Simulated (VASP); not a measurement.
# AgCl in VASP: a series of runs

The runs below take AgCl through single point, with r2SCAN.

All numbers are computed with VASP 6.6.1; they aren't measurements. Logs are shortened: lines on timing, memory, paths and dates and some standing lists are left out, and cuts for length are marked.

## 1. The cell of the first run

The structure is tetragonal, space group I4/mmm (No. 139). Conventional cell: a = 3.922 Å, b = 3.922 Å, c = 5.768 Å, α = 90.00°, β = 90.00°, γ = 90.00°. Within 3.7 Å of Ag (site symmetry 4/mmm) lie 6 Cl at 2.77 to 2.88 Å. Within 3.7 Å of Cl (site symmetry 4/mmm) lie 6 Ag at 2.77 to 2.88 Å.

## 2. Single point, r2SCAN (uniaxial z strain +4.0%)

POSCAR reads:

```
AgCl
1.0
    0.0000000000      2.7731838141      2.8841111667
    2.7731838141      0.0000000000      2.8841111667
    2.7731838141      2.7731838141      0.0000000000
Ag Cl
1 1
Direct
    0.0000000000      0.0000000000      0.0000000000
    0.5000000000      0.5000000000      0.5000000000
```

INCAR.step1 reads:

```
SYSTEM = AgCl
PREC = Accurate
ENCUT = 520
ISMEAR = 0
SIGMA = 0.01
LREAL = .FALSE.
LASPH = .TRUE.
NELM = 60
NBANDS = 16
GGA = PE
ALGO = Normal
EDIFF = 1E-4
LWAVE = .TRUE.
LCHARG = .FALSE.
```

INCAR.step2 reads:

```
SYSTEM = AgCl
PREC = Accurate
ENCUT = 520
EDIFF = 1E-6
ISMEAR = 0
SIGMA = 0.01
LREAL = .FALSE.
LASPH = .TRUE.
NELM = 60
ALGO = Normal
ISIF = 2
LWAVE = .FALSE.
LCHARG = .FALSE.
METAGGA = R2SCAN
LMIXTAU = .TRUE.
NBANDS = 16
ISTART = 1
```

KPOINTS reads:

```
Automatic mesh
0
G
  8 8 8
  0 0 0
```

Potentials or basis: VASP PAW PBE potentials, release 64 (Ag, Cl).

Run with:

```
> cat potpaw_PBE.64/Ag/POTCAR potpaw_PBE.64/Cl/POTCAR > POTCAR
> cp INCAR.step1 INCAR
> mpirun -np 1 vasp_std > vasp.out
> cp INCAR.step2 INCAR
> mpirun -np 1 vasp_std > vasp.out
```

OUTCAR:

```text
SYSTEM = AgCl
   PREC = Accurate
   ENCUT = 520
   EDIFF = 1E-6
   ISMEAR = 0
   LREAL = .FALSE.
   LASPH = .TRUE.
   NELM = 60
   ISIF = 2
   METAGGA = R2SCAN
   ISTART = 1

 ion  position               nearest neighbor table
   1  0.000  0.000  0.000-   2 2.77   2 2.77   2 2.77   2 2.77   2 2.88   2 2.88
   2  0.500  0.500  0.500-   1 2.77   1 2.77   1 2.77   1 2.77   1 2.88   1 2.88

  LATTYP: Found a body centered tetragonal cell.
 ALAT       =     3.9218741609
 C/A-ratio  =     1.4707821049

  Lattice vectors:

 A1 = (  -2.7731838141,   0.0000000000,   2.8841111667)
 A2 = (   2.7731838141,   0.0000000000,   2.8841111667)
 A3 = (   0.0000000000,   2.7731838141,  -2.8841111667)

Analysis of symmetry for initial positions (statically):
=====================================================================
 Subroutine PRICEL returns:
 Original cell was already a primitive cell.

 Routine SETGRP: Setting up the symmetry group for a
 body centered tetragonal supercell.

 Subroutine GETGRP returns: Found 16 space group operations
 (whereof 16 operations were pure point group operations)
 out of a pool of 16 trial point group operations.

The static configuration has the point symmetry D_4h.

Analysis of symmetry for dynamics (positions and initial velocities):
=====================================================================
 Subroutine PRICEL returns:
 Original cell was already a primitive cell.

 Routine SETGRP: Setting up the symmetry group for a
 body centered tetragonal supercell.

 Subroutine GETGRP returns: Found 16 space group operations
 (whereof 16 operations were pure point group operations)
 out of a pool of 16 trial point group operations.

The dynamic configuration has the point symmetry D_4h.

 Subroutine INISYM returns: Found 16 space group operations
 (whereof 16 operations are pure point group operations),
 and found     1 'primitive' translations

----------------------------------------------------------------------------------------

                                     Primitive cell

  volume of cell :      44.3608

  direct lattice vectors                    reciprocal lattice vectors
     0.000000000  2.773183814  2.884111167    -0.180298182  0.180298182  0.173363637
     2.773183814  0.000000000  2.884111167     0.180298182 -0.180298182  0.173363637
     2.773183814  2.773183814  0.000000000     0.180298182  0.180298182 -0.173363637

  length of vectors
     4.001080565  4.001080565  3.921874161     0.308333941  0.308333941  0.308333941

  position of ions in fractional coordinates (direct lattice)
     0.000000000  0.000000000  0.000000000
     0.500000000  0.500000000  0.500000000

  ion indices of the primitive-cell ions
   primitive index   ion index
                 1           1
                 2           2

----------------------------------------------------------------------------------------

 KPOINTS: Automatic mesh

Automatic generation of k-mesh.
 Grid dimensions read from file:
 generate k-points for:    8    8    8

 Generating k-lattice:

  Cartesian coordinates                     Fractional coordinates (reciprocal lattice)
    -0.022537273  0.022537273  0.021670455     0.125000000  0.000000000  0.000000000
     0.022537273 -0.022537273  0.021670455     0.000000000  0.125000000  0.000000000
     0.022537273  0.022537273 -0.021670455     0.000000000  0.000000000  0.125000000

  Length of vectors
     0.038541743  0.038541743  0.038541743

  Shift w.r.t. Gamma in fractional coordinates (k-lattice)
     0.000000000  0.000000000  0.000000000

 Subroutine IBZKPT returns following result:
 ===========================================

 Found     59 irreducible k-points:

 Following reciprocal coordinates:
            Coordinates               Weight
  0.000000  0.000000  0.000000      1.000000
  0.125000  0.000000  0.000000      8.000000
  0.250000  0.000000  0.000000      8.000000
  0.375000  0.000000  0.000000      8.000000
  0.500000  0.000000  0.000000      4.000000
  0.125000  0.125000  0.000000      2.000000
[... 16 lines left out ...]
  0.250000  0.000000  0.125000     16.000000
  0.375000 -0.000000  0.125000     16.000000
 [... further k-points ...]
   k-points           NKPTS =     59   k-points in BZ     NKDIM =     59   number of bands    NBANDS=     16
   number of dos      NEDOS =    301   number of ions     NIONS =      2
   total plane-waves  NPLWV =  27000
   dimension x,y,z NGX =    30 NGY =   30 NGZ =   30
   dimension x,y,z NGXF=    60 NGYF=   60 NGZF=   60
   ions per type =               1   1
   NGX,Y,Z   is equivalent  to a cutoff of  12.47, 12.47, 12.72 a.u.
   NGXF,Y,Z  is equivalent  to a cutoff of  24.93, 24.93, 25.43 a.u.
 SYSTEM =  AgCl
   PREC   = accura    normal or accurate (medium, high low for compatibility)
   ISTART =      1    job   : 0-new  1-cont  2-samecut
   ICHARG =      0    charge: 1-file 2-atom 10-const
   ISPIN  =      1    spin polarized calculation?
   LNONCOLLINEAR =      F non collinear calculations
   LSORBIT =      F    spin-orbit coupling
   LASPH  =      T    aspherical Exc in radial PAW
   ENCUT  =  520.0 eV  38.22 Ry    6.18 a.u.   7.44  7.44  7.29*2*pi/ulx,y,z
   NELM   =     60;   NELMIN=  2; NELMDL=  0     # of ELM steps
   EDIFF  = 0.1E-05   stopping-criterion for ELM
   LREAL  =      F    real-space projection
[... 7 lines left out ...]
   TEBEG  =    0.0;   TEEND  =   0.0 temperature during run
   PSTRESS=    0.0 pullay stress
   NELECT =      18.0000    total number of electrons
   NUPDOWN=      -1.0000    fix difference up-down
   EMIN   =  10.00;   EMAX   =-10.00  energy-range for DOS
   EFERMI =   0.00;   METHOD = LEGACY
   ISMEAR =     0;   SIGMA  =   0.01  broadening in eV -4-tet -1-fermi 0-gaus
   EFERMI_NEDOS =   21; number of points for ismear=-14 and -15
   IALGO  =     38    algorithm
   IMIX   =      4    mixing-type and parameters
     AMIX     =   0.40;   BMIX     =  1.00
     AMIX_MAG =   1.60;   BMIX_MAG =  1.00
  volume/ion in A,a.u.               =      22.18       149.68
  Fermi-wavevector in a.u.,A,eV,Ry     =   1.211991  2.290330 19.985885  1.468921
  Thomas-Fermi vector in A             =   2.347489
   LORBIT       =      0    0 simple, 1 ext, 2 COOP (PROOUT), +10 PAW based schemes
   METAGGA = R2SCAN    functional components
   LHFCALC =     F    Hartree Fock is set to
   AEXX    =    0.0000 exact exchange contribution
   IVDW    =     0    specifies the selected vdW correction
   LEPSILON=     F    determine dielectric tensor
   LRPA    =     F    only Hartree local field effects (RPA)
 non-spin polarized calculation
 Gauss-broadening in eV      SIGMA  =   0.01
  energy-cutoff  :      520.00
  volume of cell :       44.36
 maximum number of plane-waves:      1211
 NGX is ok and might be reduce to    30
   NGX = 15   NGY = 15   NGZ = 15

 number of electron      17.9999996 magnetization

 Free energy of the ion-electron system (eV)
  ---------------------------------------------------
  ext. energy  EPLUGINS =         0.00000000
  ---------------------------------------------------
  free energy    TOTEN  =       -28.63056525 eV

  energy without entropy =      -28.63056525  energy(sigma->0) =      -28.63056525

 E-fermi :   3.2499     XC(G=0): -10.2902

 val. band max:        3.1703954600   @ k =   0.5000   0.0000   0.0000
 cond. band min:       4.4812630249   @ k =   0.0000   0.0000   0.0000
 fundamental gap:      1.3108675649
 Fermi energy:         3.2498821825

 k-point     1 :       0.0000    0.0000    0.0000
  band No.  band energies     occupation
      1     -12.5123      2.00000
      2       0.7082      2.00000
      3       0.7232      2.00000
      4       0.7232      2.00000
      5       0.7866      2.00000
      6       0.7866      2.00000
[... 8 lines left out ...]
     15      16.4298      0.00000
     16      17.0269      0.00000

 k-point     2 :       0.1250    0.0000    0.0000
  band No.  band energies     occupation
      1     -12.4587      2.00000
      2      -0.0076      2.00000
      3       0.0313      2.00000
      4       0.1358      2.00000
      5       0.7925      2.00000
      6       0.8290      2.00000
[... 8 lines left out ...]
     15      15.8381      0.00000
     16      16.3752      0.00000

 k-point     3 :       0.2500    0.0000    0.0000
  band No.  band energies     occupation
      1     -12.3246      2.00000
      2      -0.9712      2.00000
      3      -0.5443      2.00000
      4      -0.4280      2.00000
      5       0.9166      2.00000
      6       0.9303      2.00000
[... 8 lines left out ...]
     15      15.8980      0.00000
     16      16.2396      0.00000

 k-point     4 :       0.3750    0.0000    0.0000
  band No.  band energies     occupation
      1     -12.1832      2.00000
      2      -1.7115      2.00000
      3      -0.9103      2.00000
      4      -0.7828      2.00000
      5       1.0344      2.00000
      6       1.0451      2.00000
[... 8 lines left out ...]
     15      16.7356      0.00000
     16      16.9469      0.00000

 k-point     5 :       0.5000    0.0000    0.0000
  band No.  band energies     occupation
      1     -12.1223      2.00000
      2      -1.9837      2.00000
      3      -1.0356      2.00000
      4      -0.9045      2.00000
      5       1.0784      2.00000
      6       1.0998      2.00000
[... 8 lines left out ...]
     15      17.3152      0.00000
     16      17.5596      0.00000

 k-point     6 :       0.1250    0.1250    0.0000
  band No.  band energies     occupation
      1     -12.4506      2.00000
      2      -0.3192      2.00000
      3       0.3925      2.00000
      4       0.3925      2.00000
      5       0.6696      2.00000
      6       0.8291      2.00000
[... 8 lines left out ...]
     15      17.4039      0.00000
     16      17.8953      0.00000

 k-point     7 :       0.2500    0.1250    0.0000
  band No.  band energies     occupation
      1     -12.3531      2.00000
      2      -0.8442      2.00000
      3      -0.1815      2.00000
      4      -0.1209      2.00000
      5       0.7592      2.00000
      6       0.9477      2.00000
[... 8 lines left out ...]
     15      17.1699      0.00000
     16      17.5545      0.00000

 k-point     8 :       0.3750    0.1250    0.0000
  band No.  band energies     occupation
      1     -12.2177      2.00000
      2      -1.3888      2.00000
      3      -0.7398      2.00000
      4      -0.6346      2.00000
      5       0.9081      2.00000
      6       1.0548      2.00000
[... 8 lines left out ...]
     15      17.3725      0.00000
     16      17.4228      0.00000

 k-point     9 :       0.5000    0.1250    0.0000
  band No.  band energies     occupation
      1     -12.1241      2.00000
      2      -1.7990      2.00000
      3      -0.9418      2.00000
      4      -0.9073      2.00000
      5       1.0451      2.00000
      6       1.0930      2.00000
[... 8 lines left out ...]
     15      17.4869      0.00000
     16      18.0335      0.00000
[... 172 lines left out ...]
 k-point    19 :       0.5000    0.3750    0.0000
  band No.  band energies     occupation
      1     -12.1310      2.00000
      2      -1.1128      2.00000
      3      -0.3740      2.00000
      4      -0.2353      2.00000
      5       0.6709      2.00000
      6       1.1592      2.00000
[... 8 lines left out ...]
     15      18.5530      0.00000
     16      19.0479      0.00000

 k-point    20 :      -0.3750    0.3750    0.0000
  band No.  band energies     occupation
      1     -12.0964      2.00000
      2      -1.0633      2.00000
      3      -0.9479      2.00000
      4      -0.6623      2.00000
      5       0.8782      2.00000
      6       1.1441      2.00000
[... 8 lines left out ...]
     15      17.4381      0.00000
     16      19.5120      0.00000

 k-point    21 :       0.5000    0.5000    0.0000
  band No.  band energies     occupation
      1     -12.1320      2.00000
      2      -1.0867      2.00000
      3       0.1099      2.00000
      4       0.1099      2.00000
      5       0.4478      2.00000
      6       0.9501      2.00000
[... 8 lines left out ...]
     15      18.8397      0.00000
     16      18.8397      0.00000

 k-point    22 :       0.1250    0.0000    0.1250
  band No.  band energies     occupation
      1     -12.4390      2.00000
      2      -0.5201      2.00000
      3       0.2677      2.00000
      4       0.3784      2.00000
      5       0.7418      2.00000
      6       0.8354      2.00000
[... 8 lines left out ...]
     15      17.3157      0.00000
     16      17.6306      0.00000

 k-point    23 :       0.2500    0.0000    0.1250
  band No.  band energies     occupation
      1     -12.3344      2.00000
      2      -1.0780      2.00000
      3      -0.2340      2.00000
      4      -0.0854      2.00000
      5       0.7891      2.00000
      6       0.9423      2.00000
[... 8 lines left out ...]
     15      16.9855      0.00000
     16      17.6902      0.00000

 k-point    24 :       0.3750   -0.0000    0.1250
  band No.  band energies     occupation
      1     -12.2009      2.00000
      2      -1.5509      2.00000
      3      -0.7845      2.00000
      4      -0.5581      2.00000
      5       0.9121      2.00000
      6       1.0658      2.00000
[... 8 lines left out ...]
     15      17.4018      0.00000
     16      17.6980      0.00000

 [... further k-points ...]
[... 5 lines left out ...]
  --------------------------------------------------------------------------------------
  -------------------------------------------------------------------------------------
  Total       -0.4269347     -0.4269347     -0.6201819      0.0000000      0.0000000     -0.0000000
  in kB      -15.4195870    -15.4195870    -22.3990897      0.0000000      0.0000000     -0.0000000
  external PRESSURE =     -17.7460879 kB  Pullay stress =       0.0000000 kB

 VOLUME and BASIS-vectors are now :
 -----------------------------------------------------------------------------
  energy-cutoff  :      520.00
  volume of cell :       44.36
      direct lattice vectors                 reciprocal lattice vectors
     0.000000000  2.773183814  2.884111167    -0.180298182  0.180298182  0.173363637
     2.773183814  0.000000000  2.884111167     0.180298182 -0.180298182  0.173363637
     2.773183814  2.773183814  0.000000000     0.180298182  0.180298182 -0.173363637

 POSITION                                       TOTAL-FORCE (eV/Angst)
 -----------------------------------------------------------------------------------
      0.00000      0.00000      0.00000         0.000000      0.000000     -0.000000
      2.77318      2.77318      2.88411        -0.000000     -0.000000      0.000000
 -----------------------------------------------------------------------------------
    total drift:                               -0.000000      0.000000      0.000000

  FREE ENERGIE OF THE ION-ELECTRON SYSTEM (eV)
  ---------------------------------------------------
  free  energy   TOTEN  =       -28.6305652507 eV

  energy  without entropy=      -28.6305652507  energy(sigma->0) =      -28.63056525
```

It took 78 s on 1 thread of Intel Xeon 6975P-C (Granite Rapids), shared host; peak memory 0.19 GiB.

What came out:

- Free energy: -28.6306 eV
- Pressure: -1.8 GPa
- Band gap on the k mesh: 1.31 eV (least direct gap 3.57 eV)

Stress tensor (GPa, compression positive):
```
-1.54  0.00  0.00
 0.00 -1.54  0.00
 0.00  0.00 -2.24
```

Levels at points of the mesh, in eV from the valence-band top:
```tsv
k point	band 7	band 8	band 9	band 10	band 11	band 12
(0.00, 0.00, 0.00)	-2.36	-2.36	-2.34	1.31	11.16	11.27
(0.50, 0.00, 0.00)	-1.78	-0.25	0.00	4.67	6.83	8.04
(0.50, 0.50, 0.00)	-1.98	-1.98	-1.90	2.90	8.44	8.71
(0.50, 0.00, 0.50)	-2.00	-1.96	-1.88	2.86	8.20	9.10
```

Caveat: the cell differs from its parent crystal (uniaxial z strain +4.0%); the PAW data sets were made with another functional, which shifts forces and pressure a little.

## 3. Single point, r2SCAN (epitaxial 111 strain +2.0%)

POSCAR reads:

```
AgCl
1.0
   -0.0993800543      2.7292674361      2.7292674361
    2.7292674361     -0.0993800543      2.7292674361
    2.7292674361      2.7292674361     -0.0993800543
Ag Cl
1 1
Direct
    0.0000000000      0.0000000000      0.0000000000
    0.5000000000      0.5000000000      0.5000000000
```

INCAR.step1 reads:

```
ALGO = Normal ; EDIFF = 1E-4
ENCUT = 520 ; GGA = PE
ISMEAR = 0 ; LASPH = True
LCHARG = False ; LREAL = False
LWAVE = True ; NBANDS = 16
NELM = 80 ; PREC = Accurate
SIGMA = 0.01
```

INCAR.step2 reads:

```
ALGO = Normal ; EDIFF = 1E-6
ENCUT = 520 ; ISIF = 2
ISMEAR = 0 ; ISTART = 1
LASPH = True ; LCHARG = False
LMIXTAU = True ; LREAL = False
LWAVE = False ; METAGGA = R2SCAN
NBANDS = 16 ; NELM = 80
PREC = Accurate ; SIGMA = 0.01
```

KPOINTS reads:

```
k-points
0
Gamma
  8 8 8
```

Potentials or basis: VASP PAW PBE potentials, release 64 (Ag, Cl).

Run with:

```
> cat potpaw_PBE.64/Ag/POTCAR potpaw_PBE.64/Cl/POTCAR > POTCAR
> cp INCAR.step1 INCAR
> mpirun -np 1 vasp_std > vasp.out
> cp INCAR.step2 INCAR
> mpirun -np 1 vasp_std > vasp.out
```

It took 85 s on 1 thread of Intel Xeon 6975P-C (Granite Rapids), shared host; peak memory 0.2 GiB.

It converged, with:

| Quantity | Value |
| --- | --- |
| Free energy | -28.6402 eV |
| Pressure | -0.4 GPa |
| Band gap on the k mesh | 1.38 eV (least direct gap 3.63 eV) |

Stress tensor (GPa, compression positive):
```
-0.44  0.19  0.19
 0.19 -0.44  0.19
 0.19  0.19 -0.44
```

Levels at points of the mesh, in eV from the valence-band top:
```tsv
k point	band 6	band 7	band 8	band 9	band 10	band 11	band 12	band 13
(0.00, 0.00, 0.00)	-2.40	-2.38	-2.38	-2.30	1.38	11.09	11.09	11.77
(0.50, 0.00, 0.00)	-2.09	-1.78	-0.09	-0.02	4.74	6.99	8.17	8.62
(0.50, 0.50, 0.00)	-2.22	-1.98	-1.97	-1.88	2.91	8.34	9.13	12.08
(0.50, 0.50, 0.50)	-2.06	-1.70	0.00	0.00	4.50	7.34	7.89	7.89
```

Caveat: the cell differs from its parent crystal (epitaxial 111 strain +2.0%); the PAW data sets were made with another functional, which shifts forces and pressure a little. A k mesh can miss the band edges.
